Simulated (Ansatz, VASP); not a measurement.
# One calculation of Ga5N, two programs

```xyz
6
Lattice="0.0000 4.1377 4.1377 4.1377 0.0000 4.1377 4.1377 4.1377 0.0000" Properties=species:S:1:pos:R:3 pbc="T T T"
Ga    3.0039    5.2715    3.0039
Ga    5.2715    5.2715    5.2715
Ga    5.2715    3.0039    3.0039
Ga    3.0039    3.0039    5.2715
Ga    0.0000    0.0000    0.0000
N     4.1377    4.1377    4.1377
```

Alike in both runs: functional PBE; k mesh 8 × 8 × 8; occupations gaussian, width 0.1 eV; no spin polarisation.

Ansatz relaxed the structure, and its values are those at the end. VASP's run is a single point on that final structure, the one shown.

|  | VASP | Ansatz |
| --- | --- | --- |
| version | VASP 6.6.1 | Ansatz 0.2.0 |
| potentials or method | VASP PAW PBE potentials, release 64 (Ga_d, N), cutoff 520 eV | scalar-relativistic, plane waves, PAW |
| valence electrons in the cell | 70 | 70 |

```csv
,VASP,Ansatz,Ansatz less VASP
gap on the k mesh at the Fermi level (eV),none,none,-
pressure (GPa),0.1,0.0,-0.08
rms of the force components (eV/Å),0.007,0.002,-0.0048
```

A gap of «none» marks a metal or a gap that the smearing closes.
